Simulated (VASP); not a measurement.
# Ru (P6_3/mmc) in VASP: further runs

Ru is run at these levels: PBE; tasks: vibrations by perturbation theory.

Program: VASP 6.6.1. These are calculated values, not measurements. Logs are shortened: lines on timing, memory, paths and dates and some standing lists are left out, and cuts for length are marked.

### Step 1. The cell of the first run

It takes space group P6_3/mmc (No. 194, hexagonal). The conventional cell has a = 2.722 Å, b = 2.722 Å, c = 4.297 Å, α = 90.00°, β = 90.00°, γ = 120.00°. Ru (site symmetry -6m2) has 12 Ru at 2.66 to 2.72 Å within 3.5 Å.

### Step 2. Vibrations by perturbation theory, PBE

Input file INCAR:

```
  PREC = Accurate
  ENCUT = 500
  EDIFF = 1E-8
  ISMEAR = -1
  SIGMA = 0.15
  LREAL = F
  LASPH = T
  NELM = 120
  ALGO = Normal
  ISIF = 2
  LWAVE = F
  LCHARG = F
  GGA = PE
  IBRION = 8
  NSW = 1
  GGA_COMPAT = F
```

Input file KPOINTS:

```
regular mesh
0
Gamma
  18 18 10
```

Input file POSCAR:

```
Ru
1.0
    2.7222232901      0.0000000000      0.0000000000
   -1.3611116451      2.3575145240      0.0000000000
    0.0000000000      0.0000000000      4.2973136336
Ru
2
Direct
    0.3333333333      0.6666666667      0.2500000000
    0.6666666667      0.3333333333      0.7500000000
```

Potentials or basis: VASP PAW PBE potentials, release 64 (Ru_pv).

Started as:

```
> cat potpaw_PBE.64/Ru_pv/POTCAR > POTCAR
> mpirun -np 1 vasp_std > vasp.out
```

OUTCAR:

```text
PREC = Accurate
   ENCUT = 500
   EDIFF = 1E-8
   ISMEAR = -1
   LREAL = F
   LASPH = T
   NELM = 120
   ISIF = 2
   GGA = PE
   IBRION = 8
   NSW = 1

 ion  position               nearest neighbor table
   1  0.333  0.667  0.250-   2 2.66   2 2.66   2 2.66   2 2.66   2 2.66   2 2.66
   2  0.667  0.333  0.750-   1 2.66   1 2.66   1 2.66   1 2.66   1 2.66   1 2.66

  LATTYP: Found a hexagonal cell.
 ALAT       =     2.7222232901
 C/A-ratio  =     1.5786043890

  Lattice vectors:

 A1 = (   2.7222232901,   0.0000000000,   0.0000000000)
 A2 = (  -1.3611116451,   2.3575145240,   0.0000000000)
 A3 = (   0.0000000000,   0.0000000000,   4.2973136336)

Analysis of symmetry for initial positions (statically):
=====================================================================
 Subroutine PRICEL returns:
 Original cell was already a primitive cell.

 Routine SETGRP: Setting up the symmetry group for a
 hexagonal supercell.

 Subroutine GETGRP returns: Found 24 space group operations
 (whereof 12 operations were pure point group operations)
 out of a pool of 24 trial point group operations.

The static configuration has the point symmetry D_3d.
 The point group associated with its full space group is D_6h.

Analysis of symmetry for dynamics (positions and initial velocities):
=====================================================================
 Subroutine PRICEL returns:
 Original cell was already a primitive cell.

 Routine SETGRP: Setting up the symmetry group for a
 hexagonal supercell.

 Subroutine GETGRP returns: Found 24 space group operations
 (whereof 12 operations were pure point group operations)
 out of a pool of 24 trial point group operations.

The dynamic configuration has the point symmetry D_3d.
 The point group associated with its full space group is D_6h.

 Subroutine INISYM returns: Found 24 space group operations
 (whereof 12 operations are pure point group operations),
 and found     1 'primitive' translations

----------------------------------------------------------------------------------------

                                     Primitive cell

  volume of cell :      27.5788

  direct lattice vectors                    reciprocal lattice vectors
     2.722223290  0.000000000  0.000000000     0.367346795  0.212087771  0.000000000
    -1.361111645  2.357514524  0.000000000     0.000000000  0.424175542  0.000000000
     0.000000000  0.000000000  4.297313634     0.000000000  0.000000000  0.232703518

  length of vectors
     2.722223290  2.722223290  4.297313634     0.424175542  0.424175542  0.232703518

  position of ions in fractional coordinates (direct lattice)
     0.333333333  0.666666667  0.250000000
     0.666666667  0.333333333  0.750000000

  ion indices of the primitive-cell ions
   primitive index   ion index
                 1           1
                 2           2

----------------------------------------------------------------------------------------

 KPOINTS: regular mesh

Automatic generation of k-mesh.
 Grid dimensions read from file:
 generate k-points for:   18   18   10

 Generating k-lattice:

  Cartesian coordinates                     Fractional coordinates (reciprocal lattice)
     0.020408155  0.011782654  0.000000000     0.055555556 -0.000000000  0.000000000
     0.000000000  0.023565308  0.000000000     0.000000000  0.055555556  0.000000000
     0.000000000  0.000000000  0.023270352     0.000000000  0.000000000  0.100000000

  Length of vectors
     0.023565308  0.023565308  0.023270352

  Shift w.r.t. Gamma in fractional coordinates (k-lattice)
     0.000000000  0.000000000  0.000000000

 Subroutine IBZKPT returns following result:
 ===========================================

 Found    222 irreducible k-points:

 Following reciprocal coordinates:
            Coordinates               Weight
  0.000000  0.000000  0.000000      1.000000
  0.055556  0.000000  0.000000      6.000000
  0.111111  0.000000  0.000000      6.000000
  0.166667  0.000000  0.000000      6.000000
  0.222222  0.000000  0.000000      6.000000
  0.277778  0.000000  0.000000      6.000000
[... 16 lines left out ...]
  0.333333  0.111111  0.000000     12.000000
  0.388889  0.111111  0.000000     12.000000
 [... further k-points ...]
[... 18 lines left out ...]
   EDIFF  = 0.1E-07   stopping-criterion for ELM
   LREAL  =      F    real-space projection
   EDIFFG = 0.1E-06   stopping-criterion for IOM
   NSW    =      1    number of steps for IOM
   IBRION =      8    ionic relax: 0-MD 1-quasi-New 2-CG
   NFREE  =      0    steps in history (QN), initial steepest desc. (CG)
   ISIF   =      2    stress and relaxation
   ISYM   =      2    0-nonsym 1-usesym 2-fastsym
   POTIM  = 0.5000    time-step for ionic-motion
   TEBEG  =    0.0;   TEEND  =   0.0 temperature during run
   PSTRESS=    0.0 pullay stress
   NELECT =      28.0000    total number of electrons
   NUPDOWN=      -1.0000    fix difference up-down
   EMIN   =  10.00;   EMAX   =-10.00  energy-range for DOS
   EFERMI =   0.00;   METHOD = LEGACY
   ISMEAR =    -1;   SIGMA  =   0.15  broadening in eV -4-tet -1-fermi 0-gaus
   EFERMI_NEDOS =   21; number of points for ismear=-14 and -15
   IALGO  =     38    algorithm
   IMIX   =      4    mixing-type and parameters
     AMIX     =   0.40;   BMIX     =  1.00
     AMIX_MAG =   1.60;   BMIX_MAG =  1.00
  volume/ion in A,a.u.               =      13.79        93.06
  Fermi-wavevector in a.u.,A,eV,Ry     =   1.645391  3.109338 36.835210  2.707312
  Thomas-Fermi vector in A             =   2.735196
   LORBIT       =      0    0 simple, 1 ext, 2 COOP (PROOUT), +10 PAW based schemes
   GGA     = PE    functional components
   LHFCALC =     F    Hartree Fock is set to
   AEXX    =    0.0000 exact exchange contribution
   IVDW    =     0    specifies the selected vdW correction
   LEPSILON=     F    determine dielectric tensor
   LRPA    =     F    only Hartree local field effects (RPA)
 non-spin polarized calculation
  energy-cutoff  :      500.00
  volume of cell :       27.58
 maximum number of plane-waves:       732
 NGX is ok and might be reduce to    20
   NGX =  9   NGY =  9   NGZ = 15

--------------------------------------- Ionic step        1  -------------------------------------------

 number of electron      28.0000013 magnetization

 Free energy of the ion-electron system (eV)
  ---------------------------------------------------
  ext. energy  EPLUGINS =         0.00000000
  ---------------------------------------------------
  free energy    TOTEN  =       -18.53130482 eV

  energy without entropy =      -18.40292976  energy(sigma->0) =      -18.46711729

 E-fermi :  12.5724     XC(G=0): -14.0228

 val. band max:       12.5693075738   @ k =   0.0000   0.0000   0.2000
 cond. band min:      12.5731329350   @ k =   0.2222   0.1111   0.1000
 fundamental gap:      0.0038253612
 Fermi energy:        12.5724169669

 k-point     1 :       0.0000    0.0000    0.0000
  band No.  band energies     occupation
      1     -31.0305      2.00000
      2     -30.1427      2.00000
      3     -30.1427      2.00000
      4     -29.9785      2.00000
      5     -29.9785      2.00000
      6     -29.9383      2.00000
[... 481 lines left out ...]
      5     -30.2166      2.00000
      6     -30.1410      2.00000
[... 10 lines left out ...]
     17      16.2244      0.00000
     18      19.8262      0.00000

 [... further k-points ...]

------------------------ aborting loop because EDIFF is reached ----------------------------------------

  FORCE on cell =-STRESS in cart. coord.  units (eV):
  Direction    XX          YY          ZZ          XY          YZ          ZX
  --------------------------------------------------------------------------------------
  -------------------------------------------------------------------------------------
  Total       -0.0139604     -0.0139604     -0.0111690      0.0000000     -0.0000000     -0.0000000
  in kB       -0.8110206     -0.8110206     -0.6488598      0.0000000     -0.0000000     -0.0000000
  external PRESSURE =      -0.7569670 kB  Pullay stress =       0.0000000 kB

 VOLUME and BASIS-vectors are now :
 -----------------------------------------------------------------------------
  energy-cutoff  :      500.00
  volume of cell :       27.58
      direct lattice vectors                 reciprocal lattice vectors
     2.722223290  0.000000000  0.000000000     0.367346795  0.212087771  0.000000000
    -1.361111645  2.357514524  0.000000000     0.000000000  0.424175542  0.000000000
     0.000000000  0.000000000  4.297313634     0.000000000  0.000000000  0.232703518

 POSITION                                       TOTAL-FORCE (eV/Angst)
 -----------------------------------------------------------------------------------
     -0.00000      1.57168      1.07433        -0.000000     -0.000000      0.000000
      1.36111      0.78584      3.22299         0.000000      0.000000      0.000000
 -----------------------------------------------------------------------------------
    total drift:                               -0.000000      0.000000     -0.000000

  FREE ENERGIE OF THE ION-ELECTRON SYSTEM (eV)
  ---------------------------------------------------
  free  energy   TOTEN  =       -18.5313048170 eV

  energy  without entropy=      -18.4029297563  energy(sigma->0) =      -18.46711729

[... ionic steps 2 to 3 ...]

--------------------------------------- Ionic step        4  -------------------------------------------

------------------------ aborting loop because EDIFF is reached ----------------------------------------

[... ionic steps 5 to 5 ...]

--------------------------------------- Ionic step        6  -------------------------------------------

 Free energy of the ion-electron system (eV)
  ---------------------------------------------------
  ---------------------------------------------------
  free energy    TOTEN  =        -0.74004404 eV

  energy without entropy =       -0.74004404

------------------------ aborting loop because EDIFF is reached ----------------------------------------

 INTERNAL STRAIN TENSOR  FOR ION    1  DIRECTION 3   (eV/Angst):
 -----------------------------------------------------------------------------
    -0.05886  0.00000  0.00000
     0.00000 -0.05886  0.00000
     0.00000  0.00000  0.12432

 INTERNAL STRAIN TENSOR FOR ION    2 for displacements in x,y,z  (eV/Angst):
          X           Y           Z          XY          YZ          ZX
  --------------------------------------------------------------------------------
  x    -0.00000     0.00000     0.00000     2.64209     0.00000     0.00000
  y     2.64209    -2.64209     0.00000     0.00000     0.00000     0.00000
  z    -0.00000     0.00000     0.00000     0.00000     0.00000     0.00000

 SECOND DERIVATIVES (NOT SYMMETRIZED)
 ------------------------------------
               1X          1Y          1Z          2X          2Y          2Z
  1X    -6.739482    0.000000    0.000000    6.739482   -0.000000    0.000000
  1Y     0.000000   -6.739482    0.000000   -0.000000    6.739482    0.000000
  1Z     0.000000    0.000000  -11.391560   -0.000000   -0.000000   11.391560
  2X     6.739482   -0.000000    0.000000   -6.739482    0.000000    0.000000
  2Y    -0.000000    6.739482    0.000000    0.000000   -6.739482    0.000000
  2Z    -0.000000   -0.000000   11.391560    0.000000    0.000000  -11.391560

 Eigenvectors and eigenvalues of the dynamical matrix
 ----------------------------------------------------

   1 f  =    7.422431 THz    46.636512 2PiTHz  247.585662 cm-1    30.696696 meV
             X         Y         Z           dx          dy          dz
     -0.000000  1.571676  1.074328     0.000000    0.000000   -0.707107
      1.361112  0.785838  3.222985    -0.000000    0.000000    0.707107
[... 11 lines left out ...]
   4 f  =    0.000000 THz     0.000000 2PiTHz    0.000000 cm-1     0.000000 meV
             X         Y         Z           dx          dy          dz
     -0.000000  1.571676  1.074328    -0.000000   -0.000000    0.707107
      1.361112  0.785838  3.222985     0.000000    0.000000    0.707107

   5 f/i=    0.000000 THz     0.000000 2PiTHz    0.000001 cm-1     0.000000 meV
             X         Y         Z           dx          dy          dz
     -0.000000  1.571676  1.074328     0.636049   -0.308936   -0.000000
      1.361112  0.785838  3.222985     0.636049   -0.308936    0.000000

   6 f/i=    0.000000 THz     0.000000 2PiTHz    0.000001 cm-1     0.000000 meV
             X         Y         Z           dx          dy          dz
     -0.000000  1.571676  1.074328     0.308936    0.636049   -0.000000
      1.361112  0.785838  3.222985     0.308936    0.636049    0.000000

--------------------------------------------------------------------------------------------------------

 ELASTIC MODULI CONTR FROM IONIC RELAXATION (kBar)
 Direction    XX          YY          ZZ          XY          YZ          ZX
 --------------------------------------------------------------------------------
 XX         -60.1731     60.1731      0.0000      0.0000      0.0000      0.0000
 YY          60.1731    -60.1731     -0.0000      0.0000      0.0000      0.0000
 ZZ           0.0000     -0.0000     -0.0000     -0.0000      0.0000      0.0000
 XY           0.0000      0.0000     -0.0000    -60.1731      0.0000      0.0000
 YZ           0.0000      0.0000      0.0000      0.0000      0.0000      0.0000
 ZX           0.0000      0.0000      0.0000      0.0000      0.0000      0.0000
 --------------------------------------------------------------------------------
```

It took 9.2 min on 1 thread of Intel Xeon 6975P-C (Granite Rapids), shared host; peak memory 0.88 GiB.

What came out:

```
Highest phonon frequency at Γ : 248 cm⁻¹
```

Phonon frequencies in cm⁻¹ (negative: imaginary):
| q point | frequencies |
| --- | --- |
| (0.000, 0.000, 0.000) | 0 0 0 190 190 248 |

### Step 3. Vibrations by perturbation theory, PBE (14.07 Å³/atom)

This run uses another cell than the first one, of 14.07 Å³/atom.

Input file INCAR:

```
SYSTEM = Ru
PREC = Accurate
ENCUT = 500
EDIFF = 1E-8
ISMEAR = -1
SIGMA = 0.15
LREAL = .FALSE.
LASPH = .TRUE.
NELM = 120
ALGO = Normal
ISIF = 2
LWAVE = .FALSE.
LCHARG = .FALSE.
GGA = PE
NBANDS = 21
IBRION = 8
NSW = 1
GGA_COMPAT = .FALSE.
```

Input file KPOINTS:

```
regular mesh
0
G
  18 18 10
  0 0 0
```

Input file POSCAR:

```
Ru
1.0
    2.7410858611      0.0000000000      0.0000000000
   -1.3705429306      2.3738499896      0.0000000000
    0.0000000000      0.0000000000      4.3231413410
Ru
2
Direct
    0.3333333333      0.6666666667      0.2500000000
    0.6666666667      0.3333333333      0.7500000000
```

Potentials or basis: VASP PAW PBE potentials, release 64 (Ru_pv).

Started as:

```
> cat potpaw_PBE.64/Ru_pv/POTCAR > POTCAR
> mpirun -np 1 vasp_std > vasp.out
```

OUTCAR:

```text
SYSTEM = Ru
   PREC = Accurate
   ENCUT = 500
   EDIFF = 1E-8
   ISMEAR = -1
   LREAL = .FALSE.
   LASPH = .TRUE.
   NELM = 120
   ISIF = 2
   GGA = PE
   IBRION = 8
   NSW = 1

 ion  position               nearest neighbor table
   1  0.333  0.667  0.250-   2 2.68   2 2.68   2 2.68   2 2.68   2 2.68   2 2.68
   2  0.667  0.333  0.750-   1 2.68   1 2.68   1 2.68   1 2.68   1 2.68   1 2.68

  LATTYP: Found a hexagonal cell.
 ALAT       =     2.7410858611
 C/A-ratio  =     1.5771637811

  Lattice vectors:

 A1 = (   2.7410858611,   0.0000000000,   0.0000000000)
 A2 = (  -1.3705429306,   2.3738499896,   0.0000000000)
 A3 = (   0.0000000000,   0.0000000000,   4.3231413410)

Analysis of symmetry for initial positions (statically):
=====================================================================
 Subroutine PRICEL returns:
[... 809 lines left out ...]
------------------------ aborting loop because EDIFF is reached ----------------------------------------

 INTERNAL STRAIN TENSOR  FOR ION    1  DIRECTION 3   (eV/Angst):
 -----------------------------------------------------------------------------
    -0.05790  0.00000  0.00000
     0.00000 -0.05790  0.00000
     0.00000 -0.00000  0.12205

 INTERNAL STRAIN TENSOR FOR ION    2 for displacements in x,y,z  (eV/Angst):
          X           Y           Z          XY          YZ          ZX
  --------------------------------------------------------------------------------
  x    -0.00000     0.00000    -0.00000     2.32388     0.00000     0.00000
  y     2.32388    -2.32388     0.00000     0.00000     0.00000     0.00000
  z     0.00000     0.00000    -0.00000     0.00000     0.00000     0.00000

 SECOND DERIVATIVES (NOT SYMMETRIZED)
 ------------------------------------
               1X          1Y          1Z          2X          2Y          2Z
  1X    -6.329702    0.000000    0.000000    6.329702   -0.000000    0.000000
  1Y     0.000000   -6.329702    0.000000   -0.000000    6.329702    0.000000
  1Z     0.000000    0.000000  -10.113695   -0.000000    0.000000   10.113695
  2X     6.329702   -0.000000    0.000000   -6.329702    0.000000    0.000000
  2Y    -0.000000    6.329702    0.000000    0.000000   -6.329702    0.000000
  2Z    -0.000000    0.000000   10.113695    0.000000    0.000000  -10.113695

 Eigenvectors and eigenvalues of the dynamical matrix
 ----------------------------------------------------

   1 f  =    6.993740 THz    43.942967 2PiTHz  233.286071 cm-1    28.923773 meV
             X         Y         Z           dx          dy          dz
     -0.000000  1.582567  1.080785     0.000000    0.000000   -0.707107
      1.370543  0.791283  3.242356    -0.000000    0.000000    0.707107
[... 21 lines left out ...]
   6 f  =    0.000000 THz     0.000000 2PiTHz    0.000000 cm-1     0.000000 meV
             X         Y         Z           dx          dy          dz
     -0.000000  1.582567  1.080785    -0.000000    0.000000    0.707107
      1.370543  0.791283  3.242356     0.000000    0.000000    0.707107

--------------------------------------------------------------------------------------------------------

 ELASTIC MODULI CONTR FROM IONIC RELAXATION (kBar)
 Direction    XX          YY          ZZ          XY          YZ          ZX
 --------------------------------------------------------------------------------
 XX         -48.5937     48.5937     -0.0000      0.0000      0.0000     -0.0000
 YY          48.5937    -48.5937      0.0000      0.0000      0.0000     -0.0000
 ZZ          -0.0000      0.0000     -0.0000      0.0000      0.0000      0.0000
 XY           0.0000      0.0000      0.0000    -48.5937      0.0000      0.0000
 YZ           0.0000      0.0000      0.0000      0.0000      0.0000      0.0000
 ZX          -0.0000     -0.0000      0.0000      0.0000      0.0000     -0.0000
 --------------------------------------------------------------------------------
```

Wall time 10 min (1 thread of Intel Xeon 6975P-C (Granite Rapids), shared host); peak memory 0.98 GiB.

Results:

| Quantity | Value |
| --- | --- |
| Highest phonon frequency at Γ | 233 cm⁻¹ |

Phonon frequencies in cm⁻¹ (negative: imaginary):
```tsv
q point	frequencies
(0.000, 0.000, 0.000)	0 0 0 185 185 233
```

Caveat: the cell stands under pressure or tension, which shifts response properties.
